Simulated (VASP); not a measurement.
# Mn3H (Pm-3m) in VASP: notebook

The runs below take Mn3H through single point, relaxation of cell and atoms, with PBE.

Program: VASP 6.6.1. These are calculated values, not measurements. Logs are shortened: lines on timing, memory, paths and dates and some standing lists are left out, and cuts for length are marked.

## 1. The cell of the first run

Symmetry: Pm-3m, No. 221, cubic system. Conventional cell: a = 3.374 Å, b = 3.374 Å, c = 3.374 Å, α = 90.00°, β = 90.00°, γ = 90.00°. Mn (site symmetry 4/mmm) has 8 Mn at 2.39 Å and 4 H at 2.39 Å within 3.2 Å. Within 3.2 Å of H (site symmetry m-3m) lie 12 Mn at 2.39 Å.

## 2. Single point, PBE, collinear spin, ferromagnetic start

File INCAR:

```
ALGO = Normal
EDIFF = 1E-7
ENCUT = 520
GGA = PE
ISIF = 2
ISMEAR = 0
ISPIN = 2
LASPH = T
LCHARG = T
LELF = T
LMAXMIX = 4
LORBIT = 11
LREAL = F
LVHAR = T
LWAVE = F
MAGMOM = 1.19 1.19 1.19 0
NBANDS = 32
NELM = 150
PREC = Accurate
SIGMA = 0.1
```

File KPOINTS:

```
k-points
0
Gamma
  6 6 6
```

File POSCAR:

```
Mn3H
1.0
    3.3743291917      0.0000000000      0.0000000000
    0.0000000000      3.3743291917      0.0000000000
    0.0000000000      0.0000000000      3.3743291917
Mn H
3 1
Direct
    0.0000000000      0.5000000000      0.5000000000
    0.5000000000      0.0000000000      0.5000000000
    0.5000000000      0.5000000000      0.0000000000
    0.0000000000      0.0000000000      0.0000000000
```

Potentials or basis: VASP PAW PBE potentials, release 64 (Mn_pv, H).

Command:

```console
cat potpaw_PBE.64/Mn_pv/POTCAR potpaw_PBE.64/H/POTCAR > POTCAR
mpirun -np 1 vasp_std > vasp.out
```

OUTCAR:

```text
EDIFF = 1E-7
   ENCUT = 520
   GGA = PE
   ISIF = 2
   ISMEAR = 0
   ISPIN = 2
   LASPH = T
   LORBIT = 11
   LREAL = F
   NELM = 150
   PREC = Accurate

 ion  position               nearest neighbor table
   1  0.000  0.500  0.500-   2 2.39   3 2.39   3 2.39   2 2.39   2 2.39   3 2.39   3 2.39   2 2.39

   2  0.500  0.000  0.500-   1 2.39   3 2.39   3 2.39   1 2.39   3 2.39   3 2.39   1 2.39   1 2.39

   3  0.500  0.500  0.000-   1 2.39   2 2.39   1 2.39   2 2.39   2 2.39   2 2.39   1 2.39   1 2.39

   4  0.000  0.000  0.000-

  LATTYP: Found a simple cubic cell.
 ALAT       =     3.3743291917

  Lattice vectors:

 A1 = (   3.3743291917,   0.0000000000,   0.0000000000)
 A2 = (   0.0000000000,   3.3743291917,   0.0000000000)
 A3 = (   0.0000000000,   0.0000000000,   3.3743291917)

Analysis of symmetry for initial positions (statically):
=====================================================================
 Subroutine PRICEL returns:
 Original cell was already a primitive cell.

 Routine SETGRP: Setting up the symmetry group for a
 simple cubic supercell.

 Subroutine GETGRP returns: Found 48 space group operations
 (whereof 48 operations were pure point group operations)
 out of a pool of 48 trial point group operations.

The static configuration has the point symmetry O_h .

Analysis of symmetry for dynamics (positions and initial velocities):
=====================================================================
 Subroutine PRICEL returns:
 Original cell was already a primitive cell.

 Routine SETGRP: Setting up the symmetry group for a
 simple cubic supercell.

 Subroutine GETGRP returns: Found 48 space group operations
 (whereof 48 operations were pure point group operations)
 out of a pool of 48 trial point group operations.

The dynamic configuration has the point symmetry O_h .

Analysis of structural, dynamic, and magnetic symmetry:
=====================================================================
 Subroutine PRICEL returns:
 Original cell was already a primitive cell.

 Routine SETGRP: Setting up the symmetry group for a
 simple cubic supercell.

 Subroutine GETGRP returns: Found 48 space group operations
 (whereof 48 operations were pure point group operations)
 out of a pool of 48 trial point group operations.

The overall configuration has the point symmetry O_h .

 Subroutine INISYM returns: Found 48 space group operations
 (whereof 48 operations are pure point group operations),
 and found     1 'primitive' translations

----------------------------------------------------------------------------------------

                                     Primitive cell

  volume of cell :      38.4204

  direct lattice vectors                    reciprocal lattice vectors
     3.374329192  0.000000000  0.000000000     0.296355199  0.000000000  0.000000000
     0.000000000  3.374329192  0.000000000     0.000000000  0.296355199  0.000000000
     0.000000000  0.000000000  3.374329192     0.000000000  0.000000000  0.296355199

  length of vectors
     3.374329192  3.374329192  3.374329192     0.296355199  0.296355199  0.296355199

  position of ions in fractional coordinates (direct lattice)
     0.000000000  0.500000000  0.500000000
     0.500000000  0.000000000  0.500000000
     0.500000000  0.500000000  0.000000000
     0.000000000  0.000000000  0.000000000

  ion indices of the primitive-cell ions
   primitive index   ion index
                 1           1
                 2           2
                 3           3
                 4           4

----------------------------------------------------------------------------------------

 KPOINTS: k-points

Automatic generation of k-mesh.
 Grid dimensions read from file:
 generate k-points for:    6    6    6

 Generating k-lattice:

  Cartesian coordinates                     Fractional coordinates (reciprocal lattice)
     0.049392533  0.000000000  0.000000000     0.166666667  0.000000000  0.000000000
     0.000000000  0.049392533  0.000000000     0.000000000  0.166666667  0.000000000
     0.000000000  0.000000000  0.049392533     0.000000000  0.000000000  0.166666667

  Length of vectors
     0.049392533  0.049392533  0.049392533

  Shift w.r.t. Gamma in fractional coordinates (k-lattice)
     0.000000000  0.000000000  0.000000000

 Subroutine IBZKPT returns following result:
 ===========================================

 Found     20 irreducible k-points:

 Following reciprocal coordinates:
            Coordinates               Weight
  0.000000  0.000000  0.000000      1.000000
  0.166667  0.000000  0.000000      6.000000
  0.333333  0.000000  0.000000      6.000000
  0.500000  0.000000  0.000000      3.000000
  0.166667  0.166667  0.000000     12.000000
  0.333333  0.166667  0.000000     24.000000
[... 12 lines left out ...]
  0.500000  0.500000  0.333333      6.000000
  0.500000  0.500000  0.500000      1.000000
   k-points           NKPTS =     20   k-points in BZ     NKDIM =     20   number of bands    NBANDS=     32
   number of dos      NEDOS =    301   number of ions     NIONS =      4
   total plane-waves  NPLWV =  21952
   dimension x,y,z NGX =    28 NGY =   28 NGZ =   28
   dimension x,y,z NGXF=    56 NGYF=   56 NGZF=   56
   ions per type =               3   1
   NGX,Y,Z   is equivalent  to a cutoff of  13.79, 13.79, 13.79 a.u.
   NGXF,Y,Z  is equivalent  to a cutoff of  27.59, 27.59, 27.59 a.u.
 SYSTEM =  unknown system
   PREC   = accura    normal or accurate (medium, high low for compatibility)
   ISTART =      0    job   : 0-new  1-cont  2-samecut
   ICHARG =      2    charge: 1-file 2-atom 10-const
   ISPIN  =      2    spin polarized calculation?
   LNONCOLLINEAR =      F non collinear calculations
   LSORBIT =      F    spin-orbit coupling
   LASPH  =      T    aspherical Exc in radial PAW
   ENCUT  =  520.0 eV  38.22 Ry    6.18 a.u.   6.27  6.27  6.27*2*pi/ulx,y,z
   NELM   =    150;   NELMIN=  2; NELMDL= -5     # of ELM steps
   EDIFF  = 0.1E-06   stopping-criterion for ELM
   LREAL  =      F    real-space projection
   EDIFFG = 0.1E-05   stopping-criterion for IOM
   NSW    =      0    number of steps for IOM
   IBRION =     -1    ionic relax: 0-MD 1-quasi-New 2-CG
   NFREE  =      0    steps in history (QN), initial steepest desc. (CG)
   ISIF   =      2    stress and relaxation
   ISYM   =      2    0-nonsym 1-usesym 2-fastsym
   POTIM  = 0.5000    time-step for ionic-motion
   TEBEG  =    0.0;   TEEND  =   0.0 temperature during run
   PSTRESS=    0.0 pullay stress
   NELECT =      40.0000    total number of electrons
   NUPDOWN=      -1.0000    fix difference up-down
   EMIN   =  10.00;   EMAX   =-10.00  energy-range for DOS
   EFERMI =   0.00;   METHOD = LEGACY
   ISMEAR =     0;   SIGMA  =   0.10  broadening in eV -4-tet -1-fermi 0-gaus
   EFERMI_NEDOS =   21; number of points for ismear=-14 and -15
   IALGO  =     38    algorithm
   IMIX   =      4    mixing-type and parameters
     AMIX     =   0.40;   BMIX     =  1.00
     AMIX_MAG =   1.60;   BMIX_MAG =  1.00
  volume/ion in A,a.u.               =       9.61        64.82
  Fermi-wavevector in a.u.,A,eV,Ry     =   1.659233  3.135496 37.457576  2.753054
  Thomas-Fermi vector in A             =   2.746677
   LORBIT       =     11    0 simple, 1 ext, 2 COOP (PROOUT), +10 PAW based schemes
   GGA     = PE    functional components
   LHFCALC =     F    Hartree Fock is set to
   AEXX    =    0.0000 exact exchange contribution
   IVDW    =     0    specifies the selected vdW correction
   LEPSILON=     F    determine dielectric tensor
   LRPA    =     F    only Hartree local field effects (RPA)
 spin polarized calculation
 Gauss-broadening in eV      SIGMA  =   0.10
  energy-cutoff  :      520.00
  volume of cell :       38.42
 maximum number of plane-waves:      1064
 NGX is ok and might be reduce to    28
   NGX = 13   NGY = 13   NGZ = 13

 number of electron      39.9999968 magnetization       2.5292998

 Free energy of the ion-electron system (eV)
  ---------------------------------------------------
  ext. energy  EPLUGINS =         0.00000000
  ---------------------------------------------------
  free energy    TOTEN  =       -27.40282070 eV

  energy without entropy =      -27.38116044  energy(sigma->0) =      -27.39199057

 E-fermi :   9.1120     XC(G=0): -13.1727

 val. band max:        9.0781204347   @ k =   0.3333   0.1667   0.1667
 cond. band min:       9.1250740046   @ k =   0.5000   0.1667   0.0000
 fundamental gap:      0.0469535699
 Fermi energy:         9.1119547060

 spin component 1

 k-point     1 :       0.0000    0.0000    0.0000
  band No.  band energies     occupation
      1     -39.7396      1.00000
      2     -39.7396      1.00000
      3     -39.7396      1.00000
      4     -39.2854      1.00000
      5     -39.2854      1.00000
      6     -39.2854      1.00000
[... 689 lines left out ...]
     31      18.1198      0.00000
     32      18.1198      0.00000
 Fermi energy:         9.1119547060

 spin component 2

 k-point     1 :       0.0000    0.0000    0.0000
  band No.  band energies     occupation
      1     -38.8255      1.00000
      2     -38.8255      1.00000
      3     -38.8255      1.00000
      4     -38.3607      1.00000
      5     -38.3607      1.00000
      6     -38.3607      1.00000
[... 689 lines left out ...]
     31      18.5707      0.00000
     32      18.5707      0.00000

------------------------ aborting loop because EDIFF is reached ----------------------------------------

  FORCE on cell =-STRESS in cart. coord.  units (eV):
  Direction    XX          YY          ZZ          XY          YZ          ZX
  --------------------------------------------------------------------------------------
  -------------------------------------------------------------------------------------
  Total       -0.0108048     -0.0108048     -0.0108048     -0.0000000      0.0000000      0.0000000
  in kB       -0.4505726     -0.4505726     -0.4505726     -0.0000000      0.0000000      0.0000000
  external PRESSURE =      -0.4505726 kB  Pullay stress =       0.0000000 kB

 VOLUME and BASIS-vectors are now :
 -----------------------------------------------------------------------------
  energy-cutoff  :      520.00
  volume of cell :       38.42
      direct lattice vectors                 reciprocal lattice vectors
     3.374329192  0.000000000  0.000000000     0.296355199  0.000000000  0.000000000
     0.000000000  3.374329192  0.000000000     0.000000000  0.296355199  0.000000000
     0.000000000  0.000000000  3.374329192     0.000000000  0.000000000  0.296355199

 POSITION                                       TOTAL-FORCE (eV/Angst)
 -----------------------------------------------------------------------------------
      0.00000      1.68716      1.68716         0.000000      0.000000      0.000000
      1.68716      0.00000      1.68716         0.000000      0.000000      0.000000
      1.68716      1.68716      0.00000         0.000000      0.000000      0.000000
      0.00000      0.00000      0.00000         0.000000      0.000000      0.000000
 -----------------------------------------------------------------------------------
    total drift:                                0.000000      0.000000      0.000000

  FREE ENERGIE OF THE ION-ELECTRON SYSTEM (eV)
  ---------------------------------------------------
  free  energy   TOTEN  =       -27.4028207017 eV

  energy  without entropy=      -27.3811604387  energy(sigma->0) =      -27.39199057

 total charge

# of ion       s       p       d       tot
------------------------------------------
    1        0.410   6.339   5.226  11.974
    2        0.410   6.339   5.226  11.974
    3        0.410   6.339   5.226  11.974
    4        0.363   0.022   0.000   0.385
--------------------------------------------------
tot          1.592  19.038  15.678  36.308

 magnetization (x)

# of ion       s       p       d       tot
------------------------------------------
    1        0.002  -0.006   0.843   0.839
    2        0.002  -0.006   0.843   0.839
    3        0.002  -0.006   0.843   0.839
    4       -0.012  -0.001   0.000  -0.013
--------------------------------------------------
tot         -0.007  -0.019   2.530   2.504
```

Wall time 42 s (1 thread of Intel Xeon Platinum 8488C (Sapphire Rapids), shared host); peak memory 0.19 GiB.

What came out:

| Property | Result |
| --- | --- |
| Free energy | -27.4028 eV |
| Pressure | 0.0 GPa |
| Net moment | 2.53 μB per cell |
| Site moments | Mn +0.84; H -0.01 μB |
| Valence electrons inside the program's atomic spheres | Mn 11.97; H 0.39 |

## 3. Relaxation of cell and atoms, PBE, collinear spin, ferromagnetic start

This run uses another cell than the first one, of 11.03 Å³/atom.

File INCAR:

```
SYSTEM = Mn3H
ALGO = Normal
EDIFF = 1E-6
EDIFFG = -0.04
ENCUT = 600
GGA = PE
IBRION = 2
ISIF = 3
ISMEAR = 0
ISPIN = 2
LASPH = .TRUE.
LCHARG = .FALSE.
LMAXMIX = 4
LORBIT = 11
LREAL = .FALSE.
LWAVE = .FALSE.
MAGMOM = 1.19 1.19 1.19 0
NELM = 150
NSW = 90
PREC = Accurate
SIGMA = 0.1
```

File KPOINTS:

```
k-points
0
G
  6 6 6
  0 0 0
```

File POSCAR:

```
Mn3H
1.0
    3.5336110931      0.0000000000      0.0000000000
    0.0000000000      3.5336110931      0.0000000000
    0.0000000000      0.0000000000      3.5336110931
Mn H
3 1
Direct
    0.0000000000      0.5000000000      0.5000000000
    0.5000000000      0.0000000000      0.5000000000
    0.5000000000      0.5000000000      0.0000000000
    0.0000000000      0.0000000000      0.0000000000
```

Potentials or basis: VASP PAW PBE potentials, release 64 (Mn_pv, H).

Command:

```console
cat potpaw_PBE.64/Mn_pv/POTCAR potpaw_PBE.64/H/POTCAR > POTCAR
mpirun -np 1 vasp_std > vasp.out
```

Wall time 78 s (1 thread of Intel Xeon Platinum 8488C (Sapphire Rapids), shared host); peak memory 0.2 GiB.

It converged, with:

- Free energy: -27.4074 eV
- Relaxed volume: 9.59 Å³/atom
- Relaxed cell: a = 3.373 Å, b = 3.373 Å, c = 3.373 Å, α = 90.00°, β = 90.00°, γ = 90.00°
- Space group after relaxing (to 0.1 Å): Pm-3m (No. 221)
- Energy gained by relaxing: 99.8 meV/atom
- Ionic steps: 3
- Pressure after relaxing: 0.2 GPa
- Net moment: 2.52 μB per cell
- Site moments: Mn +0.84; H -0.01 μB
- Valence electrons inside the program's atomic spheres: Mn 11.98; H 0.39

The path:
| step | energy change (eV) | largest force (eV/Å) | pressure (GPa) | volume (Å³) |
| --- | --- | --- | --- | --- |
| 1 | 0.0000 | 0.0000 | -19.64 | 44.12 |
| 2 | -0.3058 | 0.0000 | 13.44 | 36.04 |
| 3 | -0.3990 | 0.0000 | 0.19 | 38.37 |

Final structure:
```yaml
crystal:
  lattice:
    - [3.37292, 0.00000, 0.00000]
    - [0.00000, 3.37292, 0.00000]
    - [0.00000, 0.00000, 3.37292]
  atoms:
    - { symbol: Mn, position: [0.00000, 0.50000, 0.50000] }
    - { symbol: Mn, position: [0.50000, 0.00000, 0.50000] }
    - { symbol: Mn, position: [0.50000, 0.50000, 0.00000] }
    - { symbol: H, position: [0.00000, 0.00000, 0.00000] }
```

Levels at points of the mesh, in eV from the Fermi level:
Spin up:
| k point | band 18 | band 19 | band 20 | band 21 | band 22 | band 23 | band 24 | band 25 |
| --- | --- | --- | --- | --- | --- | --- | --- | --- |
| (0.00, 0.00, 0.00) | -0.31 | -0.31 | 0.57 | 0.57 | 1.54 | 2.08 | 2.08 | 2.08 |
| (0.50, 0.00, 0.00) | -1.52 | -0.91 | -0.79 | -0.68 | -0.07 | -0.07 | 0.09 | 0.71 |
| (0.50, 0.50, 0.00) | -1.36 | -1.36 | -0.76 | -0.76 | -0.59 | 0.30 | 0.31 | 0.58 |
| (0.50, 0.50, 0.50) | -0.57 | -0.57 | 0.20 | 0.20 | 0.66 | 1.30 | 1.30 | 1.30 |
Spin down:
```
           k point  band 15  band 16  band 17  band 18  band 19  band 20  band 21  band 22  band 23  band 24
(0.00, 0.00, 0.00)    -3.02    -3.02     0.65     0.65     0.65     1.92     1.92     2.44     2.65     2.65
(0.50, 0.00, 0.00)    -1.99    -1.42    -1.08    -1.08     0.07     0.11     0.41     0.72     0.72     1.01
(0.50, 0.50, 0.00)    -1.82    -1.69    -1.69    -0.90    -0.90     0.22     0.40     0.40     0.83     1.38
(0.50, 0.50, 0.50)    -1.08    -1.08     0.69     0.69     0.69     0.81     1.26     1.26     1.42     1.42
```
